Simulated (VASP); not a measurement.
# Cs (P6_3/mmc) in VASP: further runs

Runs on Cs. Level: revPBE. Tasks: single point.

Program: VASP 6.6.1. These are calculated values, not measurements. Logs are shortened: lines on timing, memory, paths and dates and some standing lists are left out, and cuts for length are marked.

## (1) The cell of the first run

Symmetry: P6_3/mmc, No. 194, hexagonal system. Conventional cell: a = 5.811 Å, b = 5.811 Å, c = 19.072 Å, α = 90.00°, β = 90.00°, γ = 120.00°.

This isn't the form of Cs at room conditions, which is bcc.

## (2) Single point, revPBE (139.43 Å³/atom)

INCAR reads:

```
SYSTEM = Cs
PREC = Accurate
ENCUT = 520
EDIFF = 1E-6
ISMEAR = -1
SIGMA = 0.1
LREAL = .False.
LASPH = .True.
NELM = 60
ALGO = Normal
ISIF = 2
LWAVE = .False.
LCHARG = .False.
GGA = RE
NBANDS = 26
```

KPOINTS reads:

```
Automatic mesh
0
Gamma
  7 7 2
  0 0 0
```

POSCAR reads:

```
Cs
1.0
    5.8109076888      0.0000000000      0.0000000000
   -2.9054538444      5.0323936775      0.0000000000
    0.0000000000      0.0000000000     19.0723420337
Cs
4
Direct
    0.0000000000      0.0000000000      1.0000000000
    0.0000000000      1.0000000000      0.5000000000
    0.3333333333      0.6666666667      0.2500000000
    0.6666666667      0.3333333333      0.7500000000
```

Potentials or basis: VASP PAW PBE potentials, release 64 (Cs_sv).

Run with:

```bash
$ cat potpaw_PBE.64/Cs_sv/POTCAR > POTCAR
$ mpirun -np 1 vasp_std > vasp.out
```

OUTCAR:

```text
SYSTEM = Cs
   PREC = Accurate
   ENCUT = 520
   EDIFF = 1E-6
   ISMEAR = -1
   LREAL = .False.
   LASPH = .True.
   NELM = 60
   ISIF = 2
   GGA = RE

 ion  position               nearest neighbor table
   1  0.000  0.000  0.000-
   2  0.000  0.000  0.500-
   3  0.333  0.667  0.250-
   4  0.667  0.333  0.750-

  LATTYP: Found a hexagonal cell.
 ALAT       =     5.8109076888
 C/A-ratio  =     3.2821622809

  Lattice vectors:

 A1 = (   5.8109076888,   0.0000000000,   0.0000000000)
 A2 = (  -2.9054538444,   5.0323936775,   0.0000000000)
 A3 = (   0.0000000000,   0.0000000000,  19.0723420337)

Analysis of symmetry for initial positions (statically):
=====================================================================
 Subroutine PRICEL returns:
 Original cell was already a primitive cell.

 Routine SETGRP: Setting up the symmetry group for a
 hexagonal supercell.

 Subroutine GETGRP returns: Found 24 space group operations
 (whereof 12 operations were pure point group operations)
 out of a pool of 24 trial point group operations.

The static configuration has the point symmetry D_3d.
 The point group associated with its full space group is D_6h.

Analysis of symmetry for dynamics (positions and initial velocities):
=====================================================================
 Subroutine PRICEL returns:
 Original cell was already a primitive cell.

 Routine SETGRP: Setting up the symmetry group for a
 hexagonal supercell.

 Subroutine GETGRP returns: Found 24 space group operations
 (whereof 12 operations were pure point group operations)
 out of a pool of 24 trial point group operations.

The dynamic configuration has the point symmetry D_3d.
 The point group associated with its full space group is D_6h.

 Subroutine INISYM returns: Found 24 space group operations
 (whereof 12 operations are pure point group operations),
 and found     1 'primitive' translations

----------------------------------------------------------------------------------------

                                     Primitive cell

  volume of cell :     557.7282

  direct lattice vectors                    reciprocal lattice vectors
     5.810907689  0.000000000  0.000000000     0.172090154  0.099356297  0.000000000
    -2.905453844  5.032393677  0.000000000     0.000000000  0.198712594  0.000000000
     0.000000000  0.000000000 19.072342034     0.000000000  0.000000000  0.052431946

  length of vectors
     5.810907689  5.810907689 19.072342034     0.198712594  0.198712594  0.052431946

  position of ions in fractional coordinates (direct lattice)
     0.000000000  0.000000000  0.000000000
     0.000000000  0.000000000  0.500000000
     0.333333333  0.666666667  0.250000000
     0.666666667  0.333333333  0.750000000

  ion indices of the primitive-cell ions
   primitive index   ion index
                 1           1
                 2           2
                 3           3
                 4           4

----------------------------------------------------------------------------------------

 KPOINTS: Automatic mesh

Automatic generation of k-mesh.
 Grid dimensions read from file:
 generate k-points for:    7    7    2

 Generating k-lattice:

  Cartesian coordinates                     Fractional coordinates (reciprocal lattice)
     0.024584308  0.014193757  0.000000000     0.142857143  0.000000000  0.000000000
     0.000000000  0.028387513  0.000000000     0.000000000  0.142857143  0.000000000
     0.000000000  0.000000000  0.026215973     0.000000000  0.000000000  0.500000000

  Length of vectors
     0.028387513  0.028387513  0.026215973

  Shift w.r.t. Gamma in fractional coordinates (k-lattice)
     0.000000000  0.000000000  0.000000000

 Subroutine IBZKPT returns following result:
 ===========================================

 Found     16 irreducible k-points:

 Following reciprocal coordinates:
            Coordinates               Weight
  0.000000  0.000000  0.000000      1.000000
  0.142857 -0.000000  0.000000      6.000000
  0.285714 -0.000000  0.000000      6.000000
  0.428571 -0.000000  0.000000      6.000000
  0.142857  0.142857  0.000000      6.000000
  0.285714  0.142857  0.000000     12.000000
[... 8 lines left out ...]
  0.428571  0.142857  0.500000      6.000000
  0.285714  0.285714  0.500000      6.000000
   k-points           NKPTS =     16   k-points in BZ     NKDIM =     16   number of bands    NBANDS=     26
   number of dos      NEDOS =    301   number of ions     NIONS =      4
   total plane-waves  NPLWV = 331776
   dimension x,y,z NGX =    48 NGY =   48 NGZ =  144
   dimension x,y,z NGXF=    96 NGYF=   96 NGZF=  288
   ions per type =               4
   NGX,Y,Z   is equivalent  to a cutoff of  13.73, 13.73, 12.55 a.u.
   NGXF,Y,Z  is equivalent  to a cutoff of  27.46, 27.46, 25.10 a.u.
 SYSTEM =  Cs
   PREC   = accura    normal or accurate (medium, high low for compatibility)
   ISTART =      0    job   : 0-new  1-cont  2-samecut
   ICHARG =      2    charge: 1-file 2-atom 10-const
   ISPIN  =      1    spin polarized calculation?
   LNONCOLLINEAR =      F non collinear calculations
   LSORBIT =      F    spin-orbit coupling
   LASPH  =      T    aspherical Exc in radial PAW
   ENCUT  =  520.0 eV  38.22 Ry    6.18 a.u.  10.80 10.80 35.46*2*pi/ulx,y,z
   NELM   =     60;   NELMIN=  2; NELMDL= -5     # of ELM steps
   EDIFF  = 0.1E-05   stopping-criterion for ELM
   LREAL  =      F    real-space projection
   EDIFFG = 0.1E-04   stopping-criterion for IOM
   NSW    =      0    number of steps for IOM
   IBRION =     -1    ionic relax: 0-MD 1-quasi-New 2-CG
   NFREE  =      0    steps in history (QN), initial steepest desc. (CG)
   ISIF   =      2    stress and relaxation
   ISYM   =      2    0-nonsym 1-usesym 2-fastsym
   POTIM  = 0.5000    time-step for ionic-motion
   TEBEG  =    0.0;   TEEND  =   0.0 temperature during run
   PSTRESS=    0.0 pullay stress
   NELECT =      36.0000    total number of electrons
   NUPDOWN=      -1.0000    fix difference up-down
   EMIN   =  10.00;   EMAX   =-10.00  energy-range for DOS
   EFERMI =   0.00;   METHOD = LEGACY
   ISMEAR =    -1;   SIGMA  =   0.10  broadening in eV -4-tet -1-fermi 0-gaus
   EFERMI_NEDOS =   21; number of points for ismear=-14 and -15
   IALGO  =     38    algorithm
   IMIX   =      4    mixing-type and parameters
     AMIX     =   0.40;   BMIX     =  1.00
     AMIX_MAG =   1.60;   BMIX_MAG =  1.00
  volume/ion in A,a.u.               =     139.43       940.93
  Fermi-wavevector in a.u.,A,eV,Ry     =   0.656702  1.240986  5.867609  0.431257
  Thomas-Fermi vector in A             =   1.727977
   LORBIT       =      0    0 simple, 1 ext, 2 COOP (PROOUT), +10 PAW based schemes
   GGA     = RE    functional components
   LHFCALC =     F    Hartree Fock is set to
   AEXX    =    0.0000 exact exchange contribution
   IVDW    =     0    specifies the selected vdW correction
   LEPSILON=     F    determine dielectric tensor
   LRPA    =     F    only Hartree local field effects (RPA)
 non-spin polarized calculation
  energy-cutoff  :      520.00
  volume of cell :      557.73
 maximum number of plane-waves:     15052
 NGX is ok and might be reduce to    48
   NGX = 21   NGY = 21   NGZ = 71

 number of electron      35.9999999 magnetization

 Free energy of the ion-electron system (eV)
  ---------------------------------------------------
  ext. energy  EPLUGINS =         0.00000000
  ---------------------------------------------------
  free energy    TOTEN  =        -3.08694895 eV

  energy without entropy =       -2.92529075  energy(sigma->0) =       -3.00611985

 E-fermi :   0.1235     XC(G=0):  -4.8388

 val. band max:        0.1042040666   @ k =   0.1429   0.1429   0.5000
 cond. band min:       0.1534394340   @ k =   0.0000   0.0000   0.0000
 fundamental gap:      0.0492353674
 Fermi energy:         0.1235373552

 k-point     1 :       0.0000    0.0000    0.0000
  band No.  band energies     occupation
      1     -23.8988      2.00000
      2     -23.8980      2.00000
      3     -23.8974      2.00000
      4     -23.8966      2.00000
      5     -10.7392      2.00000
      6     -10.7076      2.00000
[... 18 lines left out ...]
     25       2.3889      0.00000
     26       2.4369      0.00000

 k-point     2 :       0.1429   -0.0000    0.0000
  band No.  band energies     occupation
      1     -23.8984      2.00000
      2     -23.8977      2.00000
      3     -23.8971      2.00000
      4     -23.8964      2.00000
      5     -10.7351      2.00000
      6     -10.7092      2.00000
[... 18 lines left out ...]
     25       2.1197      0.00000
     26       2.1375      0.00000

 k-point     3 :       0.2857   -0.0000    0.0000
  band No.  band energies     occupation
      1     -23.8976      2.00000
      2     -23.8971      2.00000
      3     -23.8965      2.00000
      4     -23.8960      2.00000
      5     -10.7261      2.00000
      6     -10.7213      2.00000
[... 18 lines left out ...]
     25       1.6838      0.00000
     26       1.7024      0.00000

 k-point     4 :       0.4286   -0.0000    0.0000
  band No.  band energies     occupation
      1     -23.8968      2.00000
      2     -23.8965      2.00000
      3     -23.8960      2.00000
      4     -23.8958      2.00000
      5     -10.7371      2.00000
      6     -10.7360      2.00000
[... 18 lines left out ...]
     25       1.5473      0.00000
     26       1.5886      0.00000
[... 264 lines left out ...]
      1     -23.8968      2.00000
      2     -23.8968      2.00000
      3     -23.8959      2.00000
      4     -23.8959      2.00000
      5     -10.7276      2.00000
      6     -10.7276      2.00000
[... 18 lines left out ...]
     25       1.5919      0.00000
     26       1.5919      0.00000

 k-point    15 :       0.4286    0.1429    0.5000
  band No.  band energies     occupation
      1     -23.8965      2.00000
      2     -23.8965      2.00000
      3     -23.8958      2.00000
      4     -23.8958      2.00000
      5     -10.7334      2.00000
      6     -10.7334      2.00000
[... 18 lines left out ...]
     25       1.4072      0.00001
     26       1.4072      0.00001

 k-point    16 :       0.2857    0.2857    0.5000
  band No.  band energies     occupation
      1     -23.8964      2.00000
      2     -23.8964      2.00000
      3     -23.8957      2.00000
      4     -23.8957      2.00000
      5     -10.7266      2.00000
      6     -10.7266      2.00000
[... 18 lines left out ...]
     25       1.4510      0.00000
     26       1.4516      0.00000

------------------------ aborting loop because EDIFF is reached ----------------------------------------

  FORCE on cell =-STRESS in cart. coord.  units (eV):
  Direction    XX          YY          ZZ          XY          YZ          ZX
  --------------------------------------------------------------------------------------
  -------------------------------------------------------------------------------------
  Total       -0.3846023     -0.3846023     -0.3695620      0.0000000      0.0000000     -0.0000000
  in kB       -1.1048412     -1.1048412     -1.0616351      0.0000000      0.0000000     -0.0000000
  external PRESSURE =      -1.0904391 kB  Pullay stress =       0.0000000 kB

 VOLUME and BASIS-vectors are now :
 -----------------------------------------------------------------------------
  energy-cutoff  :      520.00
  volume of cell :      557.73
      direct lattice vectors                 reciprocal lattice vectors
     5.810907689  0.000000000  0.000000000     0.172090154  0.099356297  0.000000000
    -2.905453844  5.032393677  0.000000000     0.000000000  0.198712594  0.000000000
     0.000000000  0.000000000 19.072342034     0.000000000  0.000000000  0.052431946

 POSITION                                       TOTAL-FORCE (eV/Angst)
 -----------------------------------------------------------------------------------
      0.00000      0.00000      0.00000         0.000000      0.000000      0.000000
      0.00000      0.00000      9.53617         0.000000      0.000000      0.000000
     -0.00000      3.35493      4.76809        -0.000000     -0.000000      0.000000
      2.90545      1.67746     14.30426        -0.000000      0.000000      0.000000
 -----------------------------------------------------------------------------------
    total drift:                                0.000000     -0.000000     -0.000000

  FREE ENERGIE OF THE ION-ELECTRON SYSTEM (eV)
  ---------------------------------------------------
  free  energy   TOTEN  =        -3.0869489532 eV

  energy  without entropy=       -2.9252907476  energy(sigma->0) =       -3.00611985
```

It took 3.3 min on 1 thread of Intel Xeon Platinum 8488C (Sapphire Rapids), shared host; peak memory 0.71 GiB.

What came out:

```yaml
Free_energy: -3.0869 eV
Pressure: -0.1 GPa
Band_gap_on_the_k_mesh: zero (bands 18 and 19 overlap by 1.43 eV)
```

Caveat: the PAW data sets were made with another functional, which shifts forces and pressure a little; spin-orbit coupling is left out, which moves the levels of the heavy elements.

## (3) Single point, revPBE (144.60 Å³/atom)

This run uses another cell than the first one, of 144.60 Å³/atom.

INCAR reads:

```
PREC = Accurate
ENCUT = 520
EDIFF = 1E-6
ISMEAR = -1
SIGMA = 0.1
LREAL = False
LASPH = True
NELM = 60
ALGO = Normal
ISIF = 2
LWAVE = False
LCHARG = False
GGA = RE
NBANDS = 26
```

KPOINTS reads:

```
Automatic mesh
0
Gamma
  7 7 2
```

POSCAR reads:

```
Cs
1.0
    5.8817794014      0.0000000000      0.0000000000
   -2.9408897007      5.0937703811      0.0000000000
    0.0000000000      0.0000000000     19.3049544958
Cs
4
Direct
    0.0000000000      0.0000000000      1.0000000000
    0.0000000000      1.0000000000      0.5000000000
    0.3333333333      0.6666666667      0.2500000000
    0.6666666667      0.3333333333      0.7500000000
```

Potentials or basis: VASP PAW PBE potentials, release 64 (Cs_sv).

Run with:

```bash
$ cat potpaw_PBE.64/Cs_sv/POTCAR > POTCAR
$ mpirun -np 1 vasp_std > vasp.out
```

Run time: 3.3 min. Hardware: 1 thread of Intel Xeon Platinum 8488C (Sapphire Rapids), shared host; peak memory 0.74 GiB.

It converged, with:

```
Free energy            : -3.0710 eV
Pressure               : -0.2 GPa
Band gap on the k mesh : zero (bands 18 and 19 overlap by 1.40 eV)
```

Levels at points of the mesh, in eV from the Fermi level:
```
           k point  band 16  band 17  band 18  band 19  band 20  band 21
(0.00, 0.00, 0.00)   -10.82    -1.44    -0.95    -0.95     0.04     0.56
(0.00, 0.00, 0.50)   -10.83    -1.31    -1.31    -0.41    -0.41     0.99
```

Caveat: the PAW data sets were made with another functional, which shifts forces and pressure a little; spin-orbit coupling is left out, which moves the levels of the heavy elements.

## (4) Single point, revPBE

This run uses another cell than the first one, of 129.10 Å³/atom.

INCAR reads:

```
SYSTEM = Cs
  PREC = Accurate
  ENCUT = 520
  EDIFF = 1E-6
  ISMEAR = -1
  SIGMA = 0.1
  LREAL = .FALSE.
  LASPH = .TRUE.
  NELM = 60
  ALGO = Normal
  ISIF = 2
  LWAVE = .FALSE.
  LCHARG = .FALSE.
  GGA = RE
  NBANDS = 26
```

KPOINTS reads:

```
Automatic mesh
0
G
  9 9 3
  0 0 0
```

POSCAR reads:

```
Cs
1.0
    5.6637323857      0.0000000000      0.0000000000
   -2.8318661928      4.9049361263      0.0000000000
    0.0000000000      0.0000000000     18.5892888053
Cs
4
Direct
    0.0000000000      0.0000000000      1.0000000000
    0.0000000000      1.0000000000      0.5000000000
    0.3333333333      0.6666666667      0.2500000000
    0.6666666667      0.3333333333      0.7500000000
```

Run with:

```bash
$ cat potpaw_PBE.64/Cs_sv/POTCAR > POTCAR
$ mpirun -np 1 vasp_std > vasp.out
```

Run time: 3.7 min. Hardware: 1 thread of Intel Xeon Platinum 8488C (Sapphire Rapids), shared host; peak memory 0.64 GiB.

The run converged. Its results:

| Property | Result |
| --- | --- |
| Free energy | -3.0973 eV |
| Pressure | 0.0 GPa |
| Band gap on the k mesh | zero (bands 18 and 19 overlap by 1.62 eV) |

Levels at points of the mesh, in eV from the Fermi level:
```csv
k point,band 16,band 17,band 18,band 19,band 20,band 21
"(0.00, 0.00, 0.00)",-10.74,-1.55,-1.01,-1.01,0.01,0.63
```

Caveat: the PAW data sets were made with another functional, which shifts forces and pressure a little; spin-orbit coupling is left out, which moves the levels of the heavy elements.

## (5) The runs side by side

| cell | k mesh | gap on the mesh (eV) | pressure (GPa) |
| --- | --- | --- | --- |
| a = 5.811, b = 5.811, c = 19.072 Å, angles 90.0, 90.0, 120.0°, 4 atoms | 7 × 7 × 2 | none | -0.1 |
| a = 5.882, b = 5.882, c = 19.305 Å, angles 90.0, 90.0, 120.0°, 4 atoms | 7 × 7 × 2 | none | -0.2 |
| a = 5.664, b = 5.664, c = 18.589 Å, angles 90.0, 90.0, 120.0°, 4 atoms | 9 × 9 × 3 | none | 0.0 |

Alike in all rows: task single point; level revPBE; potentials or basis VASP PAW PBE potentials, release 64 (Cs_sv); no spin polarisation; cutoff (eV) 520; smearing fermi-dirac 0.1 eV.

Caveats: the PAW data sets were made with another functional, which shifts forces and pressure a little; spin-orbit coupling is left out, which moves the levels of the heavy elements.

Absolute energies hang on the potentials; compare differences alone.
